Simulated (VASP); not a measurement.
Crystal: BaTiO3.

```xyz
5
Lattice="4.0060 0.0000 0.0000 0.0000 4.0060 0.0000 0.0000 0.0000 4.0060" Properties=species:S:1:pos:R:3 pbc="T T T"
Ba    2.0030    2.0030    2.0030
Ti    0.0000    0.0000    0.0000
O     2.0030    0.0000    0.0000
O     0.0000    2.0030    0.0000
O     0.0000    0.0000    2.0030
```

| Item | Value |
| --- | --- |
| Program | VASP 6.6.1 |
| Task | relaxation of cell and atoms |
| Functional | PBE |
| Potentials or basis | VASP PAW PBE potentials, release 64 (Ba_sv, Ti_sv, O) |
| Cutoff | 600 eV |
| k mesh | 8 × 8 × 8 |
| Occupations | gaussian, width 0.02 eV |
| Spin | no spin polarisation |

At the start: pressure 3.3 GPa; volume 12.86 Å³/atom.

Problem. Where does the relaxation end?

Solution. Over 3 steps the energy falls by 2.5 meV/atom and the volume is 13.11 Å³/atom (+2.0 %); space group Pm-3m (No. 221, to 0.1 Å) before and after.

Step by step:
```tsv
step	energy change (eV)	largest force (eV/Å)	pressure (GPa)	volume (Å³)
1	0.0000	0.0000	3.27	64.29
2	-0.0016	0.0000	-2.84	66.76
3	-0.0125	0.0000	0.00	65.55
```

Final structure:
```
Ba Ti O
1.0
     4.03195    0.00000    0.00000
     0.00000    4.03195    0.00000
     0.00000    0.00000    4.03195
Ba Ti O
1 1 3
Direct
  0.50000 0.50000 0.50000
  0.00000 0.00000 0.00000
  0.50000 0.00000 0.00000
  0.00000 0.50000 0.00000
  0.00000 0.00000 0.50000
```
